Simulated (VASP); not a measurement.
# As2Se (P-3m1) in VASP: notebook

As2Se is run at these levels: PBE; tasks: single point.

Everything below comes from runs of VASP 6.6.1. Logs are shortened: lines on timing, memory, paths and dates and some standing lists are left out, and cuts for length are marked.

### Step 1. The cell of the first run

The structure is trigonal, space group P-3m1 (No. 164). The conventional cell has a = 3.908 Å, b = 3.908 Å, c = 4.823 Å, α = 90.00°, β = 90.00°, γ = 120.00°. Within 3.5 Å of As (site symmetry 3m) lie 3 As at 2.67 Å and 3 Se at 2.82 Å. Se (site symmetry -3m) has 6 As at 2.82 Å within 3.7 Å.

The cell was built from a structure type or drawn by symmetry, and may not be a known phase.

### Step 2. Single point, PBE

INCAR reads:

```
SYSTEM = As2Se
  PREC = Accurate
  ENCUT = 500
  EDIFF = 1E-6
  ISMEAR = 0
  SIGMA = 0.2
  LREAL = .FALSE.
  LASPH = .TRUE.
  NELM = 120
  ALGO = Normal
  ISIF = 2
  LWAVE = .FALSE.
  LCHARG = .TRUE.
  GGA = PE
  LELF = .TRUE.
  LVHAR = .TRUE.
  NBANDS = 15
  GGA_COMPAT = .FALSE.
```

KPOINTS reads:

```
regular mesh
0
G
  6 6 4
  0 0 0
```

POSCAR reads:

```
As2Se
1.0
    3.9082985659      0.0000000000      0.0000000000
   -1.9541492830      3.3846858437      0.0000000000
    0.0000000000      0.0000000000      4.8234127074
As Se
2 1
Direct
    0.3333333333      0.6666666667      0.3517754565
    0.6666666667      0.3333333333      0.6482245435
    0.0000000000      0.0000000000      0.0000000000
```

Potentials or basis: VASP PAW PBE potentials, release 64 (As, Se).

On the command line:

```bash
> cat potpaw_PBE.64/As/POTCAR potpaw_PBE.64/Se/POTCAR > POTCAR
> mpirun -np 1 vasp_std > vasp.out
```

OUTCAR:

```text
SYSTEM = As2Se
   PREC = Accurate
   ENCUT = 500
   EDIFF = 1E-6
   ISMEAR = 0
   LREAL = .FALSE.
   LASPH = .TRUE.
   NELM = 120
   ISIF = 2
   GGA = PE

 ion  position               nearest neighbor table
   1  0.333  0.667  0.352-   2 2.67   2 2.67   2 2.67   3 2.82   3 2.82   3 2.82
   2  0.667  0.333  0.648-   1 2.67   1 2.67   1 2.67   3 2.82   3 2.82   3 2.82
   3  0.000  0.000  0.000-   1 2.82   2 2.82   2 2.82   1 2.82   2 2.82   1 2.82

  LATTYP: Found a hexagonal cell.
 ALAT       =     3.9082985659
 C/A-ratio  =     1.2341464261

  Lattice vectors:

 A1 = (   3.9082985659,   0.0000000000,   0.0000000000)
 A2 = (  -1.9541492830,   3.3846858437,   0.0000000000)
 A3 = (   0.0000000000,   0.0000000000,   4.8234127074)

Analysis of symmetry for initial positions (statically):
=====================================================================
 Subroutine PRICEL returns:
 Original cell was already a primitive cell.

 Routine SETGRP: Setting up the symmetry group for a
 hexagonal supercell.

 Subroutine GETGRP returns: Found 12 space group operations
 (whereof 12 operations were pure point group operations)
 out of a pool of 24 trial point group operations.

The static configuration has the point symmetry D_3d.

Analysis of symmetry for dynamics (positions and initial velocities):
=====================================================================
 Subroutine PRICEL returns:
 Original cell was already a primitive cell.

 Routine SETGRP: Setting up the symmetry group for a
 hexagonal supercell.

 Subroutine GETGRP returns: Found 12 space group operations
 (whereof 12 operations were pure point group operations)
 out of a pool of 24 trial point group operations.

The dynamic configuration has the point symmetry D_3d.

 Subroutine INISYM returns: Found 12 space group operations
 (whereof 12 operations are pure point group operations),
 and found     1 'primitive' translations

----------------------------------------------------------------------------------------

                                     Primitive cell

  volume of cell :      63.8059

  direct lattice vectors                    reciprocal lattice vectors
     3.908298566  0.000000000  0.000000000     0.255865816  0.147724197  0.000000000
    -1.954149283  3.384685844  0.000000000     0.000000000  0.295448395  0.000000000
     0.000000000  0.000000000  4.823412707     0.000000000  0.000000000  0.207322089

  length of vectors
     3.908298566  3.908298566  4.823412707     0.295448395  0.295448395  0.207322089

  position of ions in fractional coordinates (direct lattice)
     0.333333333  0.666666667  0.351775457
     0.666666667  0.333333333  0.648224543
     0.000000000  0.000000000  0.000000000

  ion indices of the primitive-cell ions
   primitive index   ion index
                 1           1
                 2           2
                 3           3

----------------------------------------------------------------------------------------

 KPOINTS: regular mesh

Automatic generation of k-mesh.
 Grid dimensions read from file:
 generate k-points for:    6    6    4

 Generating k-lattice:

  Cartesian coordinates                     Fractional coordinates (reciprocal lattice)
     0.042644303  0.024620700  0.000000000     0.166666667  0.000000000  0.000000000
     0.000000000  0.049241399  0.000000000     0.000000000  0.166666667  0.000000000
     0.000000000  0.000000000  0.051830522     0.000000000  0.000000000  0.250000000

  Length of vectors
     0.049241399  0.049241399  0.051830522

  Shift w.r.t. Gamma in fractional coordinates (k-lattice)
     0.000000000  0.000000000  0.000000000

 Subroutine IBZKPT returns following result:
 ===========================================

 Found     24 irreducible k-points:

 Following reciprocal coordinates:
            Coordinates               Weight
  0.000000  0.000000  0.000000      1.000000
  0.166667  0.000000  0.000000      6.000000
  0.333333  0.000000  0.000000      6.000000
  0.500000  0.000000  0.000000      3.000000
  0.166667  0.166667  0.000000      6.000000
  0.333333  0.166667  0.000000     12.000000
[... 16 lines left out ...]
  0.333333  0.166667  0.500000     12.000000
  0.333333  0.333333  0.500000      2.000000
   k-points           NKPTS =     24   k-points in BZ     NKDIM =     24   number of bands    NBANDS=     15
   number of dos      NEDOS =    301   number of ions     NIONS =      3
   total plane-waves  NPLWV =  32400
   dimension x,y,z NGX =    30 NGY =   30 NGZ =   36
   dimension x,y,z NGXF=    60 NGYF=   60 NGZF=   72
   ions per type =               2   1
   NGX,Y,Z   is equivalent  to a cutoff of  12.76, 12.76, 12.41 a.u.
   NGXF,Y,Z  is equivalent  to a cutoff of  25.52, 25.52, 24.82 a.u.
 SYSTEM =  As2Se
   PREC   = accura    normal or accurate (medium, high low for compatibility)
   ISTART =      0    job   : 0-new  1-cont  2-samecut
   ICHARG =      2    charge: 1-file 2-atom 10-const
   ISPIN  =      1    spin polarized calculation?
   LNONCOLLINEAR =      F non collinear calculations
   LSORBIT =      F    spin-orbit coupling
   LASPH  =      T    aspherical Exc in radial PAW
   ENCUT  =  500.0 eV  36.75 Ry    6.06 a.u.   7.13  7.13  8.79*2*pi/ulx,y,z
   NELM   =    120;   NELMIN=  2; NELMDL= -5     # of ELM steps
   EDIFF  = 0.1E-05   stopping-criterion for ELM
   LREAL  =      F    real-space projection
   EDIFFG = 0.1E-04   stopping-criterion for IOM
   NSW    =      0    number of steps for IOM
   IBRION =     -1    ionic relax: 0-MD 1-quasi-New 2-CG
   NFREE  =      0    steps in history (QN), initial steepest desc. (CG)
   ISIF   =      2    stress and relaxation
   ISYM   =      2    0-nonsym 1-usesym 2-fastsym
   POTIM  = 0.5000    time-step for ionic-motion
   TEBEG  =    0.0;   TEEND  =   0.0 temperature during run
   PSTRESS=    0.0 pullay stress
   NELECT =      16.0000    total number of electrons
   NUPDOWN=      -1.0000    fix difference up-down
   EMIN   =  10.00;   EMAX   =-10.00  energy-range for DOS
   EFERMI =   0.00;   METHOD = LEGACY
   ISMEAR =     0;   SIGMA  =   0.20  broadening in eV -4-tet -1-fermi 0-gaus
   EFERMI_NEDOS =   21; number of points for ismear=-14 and -15
   IALGO  =     38    algorithm
   IMIX   =      4    mixing-type and parameters
     AMIX     =   0.40;   BMIX     =  1.00
     AMIX_MAG =   1.60;   BMIX_MAG =  1.00
  volume/ion in A,a.u.               =      21.27       143.53
  Fermi-wavevector in a.u.,A,eV,Ry     =   1.032352  1.950863 14.500430  1.065752
  Thomas-Fermi vector in A             =   2.166546
   LORBIT       =      0    0 simple, 1 ext, 2 COOP (PROOUT), +10 PAW based schemes
   GGA     = PE    functional components
   LHFCALC =     F    Hartree Fock is set to
   AEXX    =    0.0000 exact exchange contribution
   IVDW    =     0    specifies the selected vdW correction
   LEPSILON=     F    determine dielectric tensor
   LRPA    =     F    only Hartree local field effects (RPA)
 non-spin polarized calculation
 Gauss-broadening in eV      SIGMA  =   0.20
  energy-cutoff  :      500.00
  volume of cell :       63.81
 maximum number of plane-waves:      1644
 NGX is ok and might be reduce to    30
   NGX = 15   NGY = 15   NGZ = 17

 number of electron      15.9999999 magnetization

 Free energy of the ion-electron system (eV)
  ---------------------------------------------------
  ext. energy  EPLUGINS =         0.00000000
  ---------------------------------------------------
  free energy    TOTEN  =       -12.59661910 eV

  energy without entropy =      -12.56977966  energy(sigma->0) =      -12.58319938

 E-fermi :   5.1132     XC(G=0): -10.1309

 val. band max:        5.0311686411   @ k =   0.1667   0.0000   0.2500
 cond. band min:       5.1614147964   @ k =   0.3333   0.1667   0.5000
 fundamental gap:      0.1302461553
 Fermi energy:         5.1132217797

 k-point     1 :       0.0000    0.0000    0.0000
  band No.  band energies     occupation
      1     -10.0419      2.00000
      2      -5.8781      2.00000
      3      -3.7148      2.00000
      4       2.9434      2.00000
      5       2.9434      2.00000
      6       3.5616      2.00000
      7       3.5616      2.00000
      8       3.6881      2.00000
      9       4.5086      1.99998
     10       8.1200      0.00000
     11       8.3915      0.00000
     12       8.3915      0.00000
     13      12.2922      0.00000
     14      13.2262      0.00000
     15      13.4436      0.00000

 k-point     2 :       0.1667    0.0000    0.0000
  band No.  band energies     occupation
      1      -9.7607      2.00000
      2      -5.8714      2.00000
      3      -3.7184      2.00000
      4       0.9188      2.00000
      5       1.9459      2.00000
      6       2.1746      2.00000
      7       4.5753      1.99986
      8       5.4532      0.01621
      9       6.0392      0.00000
     10       7.3803      0.00000
     11       7.8730      0.00000
     12       8.0296      0.00000
     13      10.6017      0.00000
     14      12.0179      0.00000
     15      13.1480      0.00000

 k-point     3 :       0.3333    0.0000    0.0000
  band No.  band energies     occupation
      1      -8.9861      2.00000
      2      -6.1256      2.00000
      3      -4.0154      2.00000
      4       0.1653      2.00000
      5       1.0974      2.00000
      6       1.1493      2.00000
      7       3.5017      2.00000
      8       5.2954      0.19779
      9       6.3981      0.00000
     10       7.2656      0.00000
     11       7.5252      0.00000
     12       8.8694      0.00000
     13      10.4079      0.00000
     14      12.8765      0.00000
     15      14.1805      0.00000
[... 343 lines left out ...]
 k-point    23 :       0.3333    0.1667    0.5000
  band No.  band energies     occupation
      1      -8.0811      2.00000
      2      -6.3666      2.00000
      3      -4.8268      2.00000
      4      -1.0173      2.00000
      5       0.3012      2.00000
      6       0.6640      2.00000
      7       4.5133      1.99998
      8       5.1614      0.73327
      9       6.3139      0.00000
     10       8.4689      0.00000
     11       9.0300      0.00000
     12       9.8320      0.00000
     13      11.9513      0.00000
     14      13.4108      0.00000
     15      14.1506      0.00000

 k-point    24 :       0.3333    0.3333    0.5000
  band No.  band energies     occupation
      1      -7.8827      2.00000
      2      -5.5631      2.00000
      3      -5.5631      2.00000
      4      -0.8685      2.00000
      5      -0.5643      2.00000
      6      -0.5643      2.00000
      7       6.0092      0.00000
      8       6.8088      0.00000
      9       6.8088      0.00000
     10       8.2115      0.00000
     11       8.2497      0.00000
     12       8.2497      0.00000
     13      13.7767      0.00000
     14      13.8007      0.00000
     15      13.8007      0.00000

------------------------ aborting loop because EDIFF is reached ----------------------------------------

  FORCE on cell =-STRESS in cart. coord.  units (eV):
  Direction    XX          YY          ZZ          XY          YZ          ZX
  --------------------------------------------------------------------------------------
  -------------------------------------------------------------------------------------
  Total        0.1214607      0.1214607     -0.2111197     -0.0000000     -0.0000000      0.0000000
  in kB        3.0499019      3.0499019     -5.3012556     -0.0000000     -0.0000000      0.0000000
  external PRESSURE =       0.2661828 kB  Pullay stress =       0.0000000 kB

 VOLUME and BASIS-vectors are now :
 -----------------------------------------------------------------------------
  energy-cutoff  :      500.00
  volume of cell :       63.81
      direct lattice vectors                 reciprocal lattice vectors
     3.908298566  0.000000000  0.000000000     0.255865816  0.147724197  0.000000000
    -1.954149283  3.384685844  0.000000000     0.000000000  0.295448395  0.000000000
     0.000000000  0.000000000  4.823412707     0.000000000  0.000000000  0.207322089

 POSITION                                       TOTAL-FORCE (eV/Angst)
 -----------------------------------------------------------------------------------
     -0.00000      2.25646      1.69676        -0.000000      0.000000     -0.010586
      1.95415      1.12823      3.12665         0.000000     -0.000000      0.010586
      0.00000      0.00000      0.00000         0.000000      0.000000      0.000000
 -----------------------------------------------------------------------------------
    total drift:                                0.000000     -0.000000      0.000000

  FREE ENERGIE OF THE ION-ELECTRON SYSTEM (eV)
  ---------------------------------------------------
  free  energy   TOTEN  =       -12.5966191003 eV

  energy  without entropy=      -12.5697796607  energy(sigma->0) =      -12.58319938
```

Wall time 42 s (1 thread of Intel Xeon 8259CL, shared host); peak memory 0.18 GiB.

What came out:

| Item | Value |
| --- | --- |
| Free energy | -12.5966 eV |
| Pressure | 0.0 GPa |
| Largest force | 0.011 eV/Å |
| Band gap on the k mesh | zero (bands 8 and 9 overlap by 4.25 eV) |

Forces on the atoms (eV/Å):
```
As   0.000  0.000 -0.011
As   0.000  0.000  0.011
Se   0.000  0.000  0.000
```

### Step 3. Single point, PBE

INCAR reads:

```
SYSTEM = As2Se
PREC = Accurate ; ENCUT = 500
EDIFF = 1E-6 ; ISMEAR = 0
SIGMA = 0.2 ; LREAL = .FALSE.
LASPH = .TRUE. ; NELM = 120
ALGO = Normal ; ISIF = 2
LWAVE = .FALSE. ; LCHARG = .FALSE.
GGA = PE ; NBANDS = 15
GGA_COMPAT = .FALSE.
```

KPOINTS is that of step 2.

POSCAR reads:

```
As2Se
1.0
    3.9170031714      0.0000000000      0.0000000000
   -1.9585015857      3.3922242531      0.0000000000
    0.0000000000      0.0000000000      4.8031434059
As Se
2 1
Direct
    0.3333333333      0.6666666667      0.3511582513
    0.6666666667      0.3333333333      0.6488417487
    0.0000000000      0.0000000000      0.0000000000
```

Potentials or basis: VASP PAW PBE potentials, release 64 (As, Se).

On the command line:

```bash
> cat potpaw_PBE.64/As/POTCAR potpaw_PBE.64/Se/POTCAR > POTCAR
> mpirun -np 1 vasp_std > vasp.out
```

Run time: 36 s. Hardware: 1 thread of Intel Xeon 8259CL, shared host; peak memory 0.18 GiB.

It converged, with:

| Item | Value |
| --- | --- |
| Free energy | -12.5977 eV |
| Pressure | 0.0 GPa |
| Largest force | 0.018 eV/Å |
| Band gap on the k mesh | zero (bands 8 and 9 overlap by 4.26 eV) |

Forces on the atoms (eV/Å):
```
As   0.000  0.000  0.018
As   0.000  0.000 -0.018
Se   0.000  0.000  0.000
```

Stress tensor (GPa, compression positive):
```
 0.15  0.00  0.00
 0.00  0.15  0.00
 0.00  0.00 -0.35
```

Levels at points of the mesh, in eV from the Fermi level:
| k point | band 4 | band 5 | band 6 | band 7 | band 8 | band 9 | band 10 | band 11 | band 12 | band 13 |
| --- | --- | --- | --- | --- | --- | --- | --- | --- | --- | --- |
| (0.00, 0.00, 0.00) | -2.21 | -2.21 | -1.57 | -1.57 | -1.45 | -0.63 | 2.99 | 3.29 | 3.29 | 7.20 |
| (0.50, 0.00, 0.00) | -4.35 | -4.34 | -3.86 | -3.66 | 0.36 | 1.43 | 1.87 | 2.22 | 3.17 | 6.94 |
| (0.00, 0.00, 0.50) | -2.42 | -2.33 | -2.33 | -0.38 | -0.38 | 0.73 | 1.00 | 1.00 | 1.04 | 6.06 |
| (0.50, 0.00, 0.50) | -6.62 | -3.00 | -2.84 | -2.78 | -2.15 | 1.77 | 3.43 | 4.71 | 5.24 | 7.02 |

(Continued in part 2 of 2.)
